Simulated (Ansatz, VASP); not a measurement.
One calculation of Y, two programs

```
Y
1.0
     0.00000    3.27052    3.27052
     3.27052    0.00000    3.27052
     3.27052    3.27052    0.00000
Y
2
Direct
  0.87500 0.87500 0.87500
  0.12500 0.12500 0.12500
```

Change from the starting cell: volume scaled by 0.88, PAW files.

Alike in both runs: task single point; functional PBEsol; k mesh 10 × 10 × 10; occupations fermi-dirac, width 0.08 eV; no spin polarisation.

|  | VASP | Ansatz |
| --- | --- | --- |
| version | VASP 6.6.1 | Ansatz 0.2.0 |
| potentials or method | VASP PAW PBE potentials, release 64 (Y_sv) | PAW with Ansatz's default frozen-core files, scalar-relativistic |
| plane-wave cutoff (eV) | 520 | 420 |
| valence electrons in the cell | 22 | 22 |

VASP gave:

| Property | Result |
| --- | --- |
| pressure (GPa) | 1.6 |

Task: Estimate Ansatz's values.

Result: Pressure (GPa): 1.5.

VASP's potentials were made for PBE, not for PBEsol. With one functional, cell and mesh, what is left measures potentials, basis and numerics.
